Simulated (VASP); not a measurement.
# Cd (Im-3m) in VASP: notebook

Cd is run at these levels: PBE; tasks: single point.

Everything below comes from runs of VASP 6.6.1. Logs are shortened: lines on timing, memory, paths and dates and some standing lists are left out, and cuts for length are marked.

## 1. The cell of the first run

Symmetry: Im-3m, No. 229, cubic system. Conventional cell: a = 3.435 Å, b = 3.435 Å, c = 3.435 Å, α = 90.00°, β = 90.00°, γ = 90.00°. Cd (site symmetry m-3m) has 14 Cd at 2.98 to 3.44 Å within 3.9 Å.

This isn't the form of Cd at room conditions, which is hcp.

## 2. Single point, PBE (strained)

Input file INCAR:

```
SYSTEM = Cd
  PREC = Accurate
  ENCUT = 520
  EDIFF = 1E-6
  ISMEAR = 0
  SIGMA = 0.1
  LREAL = .False.
  LASPH = .True.
  NELM = 60
  ALGO = Normal
  ISIF = 2
  LWAVE = .False.
  LCHARG = .True.
  GGA = PE
  LELF = .True.
  LVHAR = .True.
  NBANDS = 12
```

Input file KPOINTS:

```
regular mesh
0
Gamma
  16 16 16
  0 0 0
```

Input file POSCAR:

```
Cd
1.0
   -1.7176418869      1.7176418869      1.7176418869
    1.7176418869     -1.7176418869      1.7176418869
    1.7176418869      1.7176418869     -1.7176418869
Cd
1
Direct
    0.0000000000      0.0000000000      0.0000000000
```

Potentials or basis: VASP PAW PBE potentials, release 64 (Cd).

Run with:

```sh
$ cat potpaw_PBE.64/Cd/POTCAR > POTCAR
$ mpirun -np 1 vasp_std > vasp.out
```

OUTCAR:

```text
SYSTEM = Cd
   PREC = Accurate
   ENCUT = 520
   EDIFF = 1E-6
   ISMEAR = 0
   LREAL = .False.
   LASPH = .True.
   NELM = 60
   ISIF = 2
   GGA = PE

 ion  position               nearest neighbor table
   1  0.000  0.000  0.000-

  LATTYP: Found a body centered cubic cell.
 ALAT       =     3.4352837738

  Lattice vectors:

 A1 = (  -1.7176418869,   1.7176418869,   1.7176418869)
 A2 = (   1.7176418869,  -1.7176418869,   1.7176418869)
 A3 = (   1.7176418869,   1.7176418869,  -1.7176418869)

Analysis of symmetry for initial positions (statically):
=====================================================================
 Subroutine PRICEL returns:
 Original cell was already a primitive cell.

 Routine SETGRP: Setting up the symmetry group for a
 body centered cubic supercell.

 Subroutine GETGRP returns: Found 48 space group operations
 (whereof 48 operations were pure point group operations)
 out of a pool of 48 trial point group operations.

The static configuration has the point symmetry O_h .

Analysis of symmetry for dynamics (positions and initial velocities):
=====================================================================
 Subroutine PRICEL returns:
 Original cell was already a primitive cell.

 Routine SETGRP: Setting up the symmetry group for a
 body centered cubic supercell.

 Subroutine GETGRP returns: Found 48 space group operations
 (whereof 48 operations were pure point group operations)
 out of a pool of 48 trial point group operations.

The dynamic configuration has the point symmetry O_h .

 Subroutine INISYM returns: Found 48 space group operations
 (whereof 48 operations are pure point group operations),
 and found     1 'primitive' translations

----------------------------------------------------------------------------------------

                                     Primitive cell

  volume of cell :      20.2702

  direct lattice vectors                    reciprocal lattice vectors
    -1.717641887  1.717641887  1.717641887     0.000000000  0.291096767  0.291096767
     1.717641887 -1.717641887  1.717641887     0.291096767  0.000000000  0.291096767
     1.717641887  1.717641887 -1.717641887     0.291096767  0.291096767  0.000000000

  length of vectors
     2.975043017  2.975043017  2.975043017     0.411672996  0.411672996  0.411672996

  position of ions in fractional coordinates (direct lattice)
     0.000000000  0.000000000  0.000000000

  ion indices of the primitive-cell ions
   primitive index   ion index
                 1           1

----------------------------------------------------------------------------------------

 KPOINTS: regular mesh

Automatic generation of k-mesh.
 Grid dimensions read from file:
 generate k-points for:   16   16   16

 Generating k-lattice:

  Cartesian coordinates                     Fractional coordinates (reciprocal lattice)
     0.000000000  0.018193548  0.018193548     0.062500000  0.000000000  0.000000000
     0.018193548  0.000000000  0.018193548     0.000000000  0.062500000  0.000000000
     0.018193548  0.018193548  0.000000000     0.000000000  0.000000000  0.062500000

  Length of vectors
     0.025729562  0.025729562  0.025729562

  Shift w.r.t. Gamma in fractional coordinates (k-lattice)
     0.000000000  0.000000000  0.000000000

 Subroutine IBZKPT returns following result:
 ===========================================

 Found    145 irreducible k-points:

 Following reciprocal coordinates:
            Coordinates               Weight
  0.000000  0.000000  0.000000      1.000000
  0.062500  0.000000  0.000000     12.000000
  0.125000  0.000000  0.000000     12.000000
  0.187500  0.000000  0.000000     12.000000
  0.250000  0.000000  0.000000     12.000000
  0.312500  0.000000  0.000000     12.000000
[... 16 lines left out ...]
  0.187500  0.187500  0.000000     24.000000
  0.250000  0.187500  0.000000     48.000000
 [... further k-points ...]
   k-points           NKPTS =    145   k-points in BZ     NKDIM =    145   number of bands    NBANDS=     12
   number of dos      NEDOS =    301   number of ions     NIONS =      1
   total plane-waves  NPLWV =  13824
   dimension x,y,z NGX =    24 NGY =   24 NGZ =   24
   dimension x,y,z NGXF=    48 NGYF=   48 NGZF=   48
   ions per type =               1
   NGX,Y,Z   is equivalent  to a cutoff of  13.41, 13.41, 13.41 a.u.
   NGXF,Y,Z  is equivalent  to a cutoff of  26.82, 26.82, 26.82 a.u.
 SYSTEM =  Cd
   PREC   = accura    normal or accurate (medium, high low for compatibility)
   ISTART =      0    job   : 0-new  1-cont  2-samecut
   ICHARG =      2    charge: 1-file 2-atom 10-const
   ISPIN  =      1    spin polarized calculation?
   LNONCOLLINEAR =      F non collinear calculations
   LSORBIT =      F    spin-orbit coupling
   LASPH  =      T    aspherical Exc in radial PAW
   ENCUT  =  520.0 eV  38.22 Ry    6.18 a.u.   5.53  5.53  5.53*2*pi/ulx,y,z
   NELM   =     60;   NELMIN=  2; NELMDL= -5     # of ELM steps
   EDIFF  = 0.1E-05   stopping-criterion for ELM
   LREAL  =      F    real-space projection
   EDIFFG = 0.1E-04   stopping-criterion for IOM
   NSW    =      0    number of steps for IOM
   IBRION =     -1    ionic relax: 0-MD 1-quasi-New 2-CG
   NFREE  =      0    steps in history (QN), initial steepest desc. (CG)
   ISIF   =      2    stress and relaxation
   ISYM   =      2    0-nonsym 1-usesym 2-fastsym
   POTIM  = 0.5000    time-step for ionic-motion
   TEBEG  =    0.0;   TEEND  =   0.0 temperature during run
   PSTRESS=    0.0 pullay stress
   NELECT =      12.0000    total number of electrons
   NUPDOWN=      -1.0000    fix difference up-down
   EMIN   =  10.00;   EMAX   =-10.00  energy-range for DOS
   EFERMI =   0.00;   METHOD = LEGACY
   ISMEAR =     0;   SIGMA  =   0.10  broadening in eV -4-tet -1-fermi 0-gaus
   EFERMI_NEDOS =   21; number of points for ismear=-14 and -15
   IALGO  =     38    algorithm
   IMIX   =      4    mixing-type and parameters
     AMIX     =   0.40;   BMIX     =  1.00
     AMIX_MAG =   1.60;   BMIX_MAG =  1.00
  volume/ion in A,a.u.               =      20.27       136.79
  Fermi-wavevector in a.u.,A,eV,Ry     =   1.374620  2.597655 25.709295  1.889580
  Thomas-Fermi vector in A             =   2.500030
   LORBIT       =      0    0 simple, 1 ext, 2 COOP (PROOUT), +10 PAW based schemes
   GGA     = PE    functional components
   LHFCALC =     F    Hartree Fock is set to
   AEXX    =    0.0000 exact exchange contribution
   IVDW    =     0    specifies the selected vdW correction
   LEPSILON=     F    determine dielectric tensor
   LRPA    =     F    only Hartree local field effects (RPA)
 non-spin polarized calculation
 Gauss-broadening in eV      SIGMA  =   0.10
  energy-cutoff  :      520.00
  volume of cell :       20.27
 maximum number of plane-waves:       564
 NGX is ok and might be reduce to    24
   NGX = 11   NGY = 11   NGZ = 11

 number of electron      12.0000005 magnetization

 Free energy of the ion-electron system (eV)
  ---------------------------------------------------
  ext. energy  EPLUGINS =         0.00000000
  ---------------------------------------------------
  free energy    TOTEN  =        -0.62206166 eV

  energy without entropy =       -0.62086194  energy(sigma->0) =       -0.62146180

 E-fermi :   3.6085     XC(G=0): -11.3854

 val. band max:        3.5571013155   @ k =   0.3750   0.1250   0.0625
 cond. band min:       3.7272266858   @ k =  -0.4375   0.5000   0.1250
 fundamental gap:      0.1701253702
 Fermi energy:         3.6085195697

 k-point     1 :       0.0000    0.0000    0.0000
  band No.  band energies     occupation
      1      -6.0417      2.00000
      2      -6.0417      2.00000
      3      -6.0417      2.00000
      4      -5.9523      2.00000
      5      -5.2870      2.00000
      6      -5.2870      2.00000
      7      19.3499      0.00000
      8      19.3499      0.00000
      9      19.3499      0.00000
     10      21.0093      0.00000
     11      21.0093      0.00000
     12      21.0093      0.00000

 k-point     2 :       0.0625    0.0000    0.0000
  band No.  band energies     occupation
      1      -6.0570      2.00000
      2      -6.0432      2.00000
      3      -5.9985      2.00000
      4      -5.8336      2.00000
      5      -5.3024      2.00000
      6      -5.2863      2.00000
      7      18.3833      0.00000
      8      19.1097      0.00000
      9      19.2370      0.00000
     10      20.1951      0.00000
     11      20.2457      0.00000
     12      20.5054      0.00000

 k-point     3 :       0.1250    0.0000    0.0000
  band No.  band energies     occupation
      1      -6.1004      2.00000
      2      -6.0685      2.00000
      3      -5.8737      2.00000
      4      -5.4877      2.00000
      5      -5.3137      2.00000
      6      -5.2840      2.00000
      7      16.0206      0.00000
      8      18.1160      0.00000
      9      18.8450      0.00000
     10      18.9666      0.00000
     11      19.6166      0.00000
     12      20.5662      0.00000
[... 286 lines left out ...]
 k-point    23 :       0.1875    0.1875    0.0000
  band No.  band energies     occupation
      1      -6.3105      2.00000
      2      -6.1082      2.00000
      3      -5.5409      2.00000
      4      -5.4351      2.00000
      5      -5.2200      2.00000
      6      -2.5025      2.00000
      7       9.8972      0.00000
      8      10.5380      0.00000
      9      14.7471      0.00000
     10      19.4761      0.00000
     11      21.0700      0.00000
     12      23.7057      0.00000

 k-point    24 :       0.2500    0.1875    0.0000
  band No.  band energies     occupation
      1      -6.3636      2.00000
      2      -6.1434      2.00000
      3      -5.4946      2.00000
      4      -5.4062      2.00000
      5      -5.1560      2.00000
      6      -1.2826      2.00000
      7       7.8035      0.00000
      8       9.5942      0.00000
      9      14.1210      0.00000
     10      19.5157      0.00000
     11      21.5540      0.00000
     12      24.1951      0.00000

 [... further k-points ...]

------------------------ aborting loop because EDIFF is reached ----------------------------------------

  FORCE on cell =-STRESS in cart. coord.  units (eV):
  Direction    XX          YY          ZZ          XY          YZ          ZX
  --------------------------------------------------------------------------------------
  -------------------------------------------------------------------------------------
  Total        1.1010667      1.1010667      1.1010667     -0.0000000      0.0000000     -0.0000000
  in kB       87.0294702     87.0294702     87.0294702     -0.0000000      0.0000000     -0.0000000
  external PRESSURE =      87.0294702 kB  Pullay stress =       0.0000000 kB

 VOLUME and BASIS-vectors are now :
 -----------------------------------------------------------------------------
  energy-cutoff  :      520.00
  volume of cell :       20.27
      direct lattice vectors                 reciprocal lattice vectors
    -1.717641887  1.717641887  1.717641887     0.000000000  0.291096767  0.291096767
     1.717641887 -1.717641887  1.717641887     0.291096767  0.000000000  0.291096767
     1.717641887  1.717641887 -1.717641887     0.291096767  0.291096767  0.000000000

 POSITION                                       TOTAL-FORCE (eV/Angst)
 -----------------------------------------------------------------------------------
      0.00000      0.00000      0.00000         0.000000      0.000000     -0.000000
 -----------------------------------------------------------------------------------
    total drift:                                0.000000      0.000000      0.000000

  FREE ENERGIE OF THE ION-ELECTRON SYSTEM (eV)
  ---------------------------------------------------
  free  energy   TOTEN  =        -0.6220616597 eV

  energy  without entropy=       -0.6208619374  energy(sigma->0) =       -0.62146180
```

It took 12 s on 1 thread of Intel Xeon Platinum 8488C (Sapphire Rapids), shared host; peak memory 0.16 GiB.

What came out:

```yaml
Free_energy: -0.6221 eV
Pressure: 8.7 GPa
Band_gap_on_the_k_mesh: zero (bands 6 and 7 overlap by 4.27 eV)
```

Levels at points of the mesh, in eV from the Fermi level:
```
           k point  band 4  band 5  band 6  band 7  band 8  band 9
(0.00, 0.00, 0.00)   -9.56   -8.90   -8.90   15.74   15.74   15.74
(0.50, 0.00, 0.00)   -8.86   -8.38   -2.57   -0.88    9.80   10.23
(0.50, 0.50, 0.50)   -8.50   -8.50    3.39    3.39    3.39    6.48
```

Caveat: the cell differs from its parent crystal (strained); the cell stands under pressure.

[end of part 1 of 2]
